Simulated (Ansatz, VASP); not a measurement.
## Mg3ZnS4: VASP beside Ansatz

The input INCAR:

```
SYSTEM = Mg3ZnS4
ALGO = Normal
EDIFF = 1E-6
EDIFFG = -0.025
ENCUT = 600
GGA = PE
IBRION = 2
ISIF = 3
ISMEAR = 0
LASPH = .TRUE.
LCHARG = .FALSE.
LREAL = .FALSE.
LWAVE = .FALSE.
NELM = 80
NSW = 80
PREC = Accurate
SIGMA = 0.1
```

File KPOINTS:

```
k-points
0
G
  4 4 2
  0 0 0
```

The input POSCAR:

```
Mg3ZnS4
1.0
    3.5545524120     -0.0574469105      0.0068375607
   -0.0574469105      3.6899104396      0.0271758158
    0.0193320167      0.0768349048     10.4511068297
Mg Zn S
3 1 4
Direct
   -0.0017530948      0.0290710240      0.7534557369
   -0.0009256038     -0.0012856473      0.2479691677
    0.5060705564      0.5260487877      0.5034006662
    0.4886931604      0.4758302030      0.0114029395
    0.0006217999     -0.0097538065     -0.0042276407
    0.5251698184      0.4955204384      0.2447591000
    0.0004675080     -0.0231180949      0.4990063995
    0.4816558555      0.5076870956      0.7442336309
```

Input for Ansatz:

```yaml
crystal:
  lattice:
    - [3.554552412, -0.0574469105, 0.0068375607]
    - [-0.0574469105, 3.6899104396, 0.0271758158]
    - [0.0193320167, 0.0768349048, 10.4511068297]
  atoms:
    - { symbol: Mg, position: [-0.0017530948, 0.029071024, 0.7534557369] }
    - { symbol: Mg, position: [-0.0009256038, -0.0012856473, 0.2479691677] }
    - { symbol: Mg, position: [0.5060705564, 0.5260487877, 0.5034006662] }
    - { symbol: Zn, position: [0.4886931604, 0.475830203, 0.0114029395] }
    - { symbol: S, position: [0.0006217999, -0.0097538065, -0.0042276407] }
    - { symbol: S, position: [0.5251698184, 0.4955204384, 0.2447591] }
    - { symbol: S, position: [0.000467508, -0.0231180949, 0.4990063995] }
    - { symbol: S, position: [0.4816558555, 0.5076870956, 0.7442336309] }
basis:
  ecutwfc: 420
kpoints:
  mp_grid: { grid: [4, 4, 2] }
hamiltonian:
  xc: pbe
scf:
  occupations: { method: gaussian, width: 0.1 }
  lower_state_search: "off"
output:
  forces: true
  stress: true
  eigenvalues: true
relax:
  adjacent_minimum: "off"
  f_tol: 0.025
  max_steps: 60
  cell: { stress_tol: 0.25 }
```

Change from the starting cell: cell x1, atoms moved at random (sigma 0.05 Å) and cell strained at random (1.5 %), then relaxed without symmetry.

Alike in both runs: task relaxation of cell and atoms; functional PBE; k mesh 4 × 4 × 2; occupations gaussian, width 0.1 eV; no spin polarisation.

```csv
,VASP,Ansatz
version,VASP 6.6.1,Ansatz 0.2.0
potentials or method,"VASP PAW PBE potentials, release 64 (Mg, Zn, S), cutoff 600 eV","scalar-relativistic, plane waves, PAW"
valence electrons in the cell,42,66
```

|  | VASP | Ansatz | Ansatz less VASP |
| --- | --- | --- | --- |
| gap on the k mesh at the Fermi level, each at its own relaxed structure (eV) | 1.10 | 1.34 | +0.242 |
| relaxed volume (Å³/atom) | 17.61 | 17.75 | +0.145 |
| relaxed length of the cell vector where the two differ most in proportion (Å) | 3.689 | 3.712 | +0.0226 |

VASP's potentials hold 42 valence electrons a cell and Ansatz's 66, so a difference there can come from the potentials and not from the codes.

The k mesh is coarse, so the values compare programs but aren't converged.
